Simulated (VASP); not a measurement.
A run of VASP 6.6.1 is set up as follows.

File INCAR:

```
SYSTEM = Al4AsN3
PREC = Accurate ; ENCUT = 520
EDIFF = 1E-6 ; ISMEAR = -1
SIGMA = 0.02 ; LREAL = .FALSE.
LASPH = .TRUE. ; NELM = 60
ALGO = Normal ; ISIF = 2
LWAVE = .FALSE. ; LCHARG = .FALSE.
GGA = PE ; NBANDS = 26
```

Contents of KPOINTS:

```
Automatic mesh
0
G
  6 6 6
  0 0 0
```

Contents of POSCAR:

```
Al4AsN3
1.0
    4.7025649203      0.0000000000      0.0000000000
    0.0000000000      4.7025649203      0.0000000000
    0.0000000000      0.0000000000      4.7025649203
N Al As
3 4 1
Direct
    0.5000000000      0.0000000000      0.0000000000
    0.0000000000      0.5000000000      0.0000000000
    0.0000000000      0.0000000000      0.5000000000
    0.2245143290      0.7754856710      0.7754856710
    0.7754856710      0.2245143290      0.7754856710
    0.7754856710      0.7754856710      0.2245143290
    0.2245143290      0.2245143290      0.2245143290
    0.5000000000      0.5000000000      0.5000000000
```

Potentials or basis: VASP PAW PBE potentials, release 64 (N, Al, As).

Command:

```console
$ cat potpaw_PBE.64/N/POTCAR potpaw_PBE.64/Al/POTCAR potpaw_PBE.64/As/POTCAR > POTCAR
$ mpirun -np 1 vasp_std > vasp.out
```

Question: Predict the largest force.

Answer: 0.337 eV/Å.

Question: What does it give for the band gap on the k mesh?

Answer: Zero (band 16 reaches 6.14 eV, above the bottom of band 17 at 6.01 eV).

Question: Predict the pressure.

Answer: 3.6 GPa.

Forces on the atoms (eV/Å):
```
N    0.000  0.000  0.000
N    0.000  0.000  0.000
N    0.000  0.000  0.000
Al  -0.195  0.195  0.195
Al   0.195 -0.195  0.195
Al   0.195  0.195 -0.195
Al  -0.195 -0.195 -0.195
As   0.000  0.000  0.000
```
